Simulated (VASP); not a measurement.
**Bi2Te3 (Tellurobismuthite): single point with PBEsol**

**Experimental background.**

From “Vacancy and Antisite-Induced Ferromagnetism in Liquid-Phase Exfoliated Bi2Te3”, 2024, arxiv:2412.10539, for a bulk crystal of Bi2Te3: band gap 0.17 eV.

Crystal: Bi2Te3 (Tellurobismuthite).

```xyz
5
Lattice="2.1908 1.2649 10.1029 -2.1908 1.2649 10.1029 0.0000 -2.5298 10.1029" Properties=species:S:1:pos:R:3 pbc="T T T"
Bi    0.0000    0.0000   12.1190
Bi    0.0000    0.0000   18.1895
Te    0.0000    0.0000    0.0000
Te    0.0000    0.0000    6.3640
Te    0.0000    0.0000   23.9446
```

```yaml
Program: VASP 6.6.1
Task: single point
Functional: PBEsol
Potentials_or_basis: VASP PAW PBE potentials, release 64 (Bi_d, Te)
Cutoff: 520 eV
k_mesh: 9 × 9 × 9
Occupations: gaussian, width 0.01 eV
Spin: no spin polarisation
Dipole_correction: no
Further_INCAR_settings: ALGO = Normal; EDIFF = 1e-06; NBANDS = 32
```

```yaml
Pressure: 0.0 GPa
Largest_force: 0.017 eV/Å
Band_gap_on_the_k_mesh: 0.20 eV, direct
```

Forces on the atoms (eV/Å):
```
Bi   0.000  0.000 -0.011
Bi   0.000  0.000  0.011
Te   0.000  0.000  0.000
Te   0.000  0.000 -0.017
Te   0.000  0.000  0.017
```

Levels at points of the mesh, in eV from the valence-band top:
```csv
k point,band 20,band 21,band 22,band 23,band 24,band 25,band 26,band 27,band 28,band 29
"(0.00, 0.00, 0.00)",-1.73,-1.73,-0.89,-0.89,0.00,0.20,0.63,0.63,1.91,2.12
```

Run time: 52 min on 1 thread of AMD EPYC 7R43 64-Core Processor (Zen 3), on a shared host, peak memory 1.1 GiB.

A measured gap of Bi2Te3 is 0.17 eV (quoted in “Vacancy and Antisite-Induced Ferromagnetism in Liquid-Phase Exfoliated Bi2Te3”, 2024, arxiv:2412.10539); the calculated 0.20 eV misses it by +0.03 eV. Spin-orbit coupling on Bi, Te is left out. The value is that of PBEsol on a finite k mesh, which can miss the band edges, without temperature or zero-point motion.

Caveat: the PAW data sets were made with another functional, which shifts forces and pressure a little; spin-orbit coupling is left out, which moves the levels of the heavy elements.
